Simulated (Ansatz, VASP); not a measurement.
## One calculation of B, two programs

```
B
1.0
     2.04443    0.00000    0.00000
     0.00000    2.04443    0.00000
     0.00000    0.00000    2.37655
B
2
Direct
  0.50000 0.50000 0.74632
  0.50000 0.50000 0.25368
```

Alike in both runs: task relaxation of cell and atoms; functional PBE; k mesh 8 × 8 × 8; occupations gaussian, width 0.1 eV; no spin polarisation.

|  | VASP | Ansatz |
| --- | --- | --- |
| version | VASP 6.6.1 | Ansatz 0.2.0 |
| potentials or method | VASP PAW PBE potentials, release 64 (B), cutoff 600 eV | scalar-relativistic, plane waves, PAW |
| valence electrons in the cell | 6 | 6 |

|  | VASP | Ansatz | Ansatz less VASP |
| --- | --- | --- | --- |
| gap on the k mesh at the Fermi level, each at its own relaxed structure (eV) | none | none | - |
| relaxed volume (Å³/atom) | 7.20 | 8.88 | +1.684 |
| relaxed cell length with the largest relative difference (Å) | 1.842 | 2.370 | +0.5273 |

A gap of «none» marks a metal or a gap that the smearing closes. One of these differences is far larger than is usual between the two programs; its cause wasn't traced.

The k mesh is coarse, so the values compare programs but aren't converged. Noted on VASP's run: the volume moved by over 15 % at a fixed basis, so the end points are rough.
